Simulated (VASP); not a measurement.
Runs of VASP 6.6.1 on LiF. The structure is hexagonal, space group P6_3mc (No. 186). Conventional cell: a = 3.081 Å, b = 3.081 Å, c = 4.785 Å, α = 90.00°, β = 90.00°, γ = 120.00°. Within 2.5 Å of Li (site symmetry 3m) lie 4 F at 1.86 to 1.87 Å. F (site symmetry 3m) has 4 Li at 1.86 to 1.87 Å within 2.5 Å. 

```csv
level,k mesh,smearing,grid for exact exchange (PRECFOCK),screening parameter,share of exact exchange,gap on the mesh (eV)
HSE06,6 × 6 × 2,gaussian 0.01 eV,Normal,0.2079 1/Å,-,10.00
r2SCAN,6 × 6 × 4,gaussian 0.2 eV,-,-,-,8.68
PBE-based screened hybrid,6 × 6 × 2,gaussian 0.01 eV,Normal,0.5 1/Å,0.5,(a)
r2SCAN,6 × 6 × 4,gaussian 0.01 eV,-,-,-,8.68
PBE-based screened hybrid,6 × 6 × 2,gaussian 0.01 eV,Normal,0.1 1/Å,0.2,9.88
r2SCAN,6 × 6 × 4,gaussian 0.5 eV,-,-,-,8.68
```

Alike in all rows: task single point; potentials or basis VASP PAW PBE potentials, release 64 (Li_sv, F); no spin polarisation; cell as given; cutoff (eV) 520.

Estimate the missing entries.

(a) 10.67.

Caveats: some runs use coarse meshes.

A k mesh can miss the band edges.
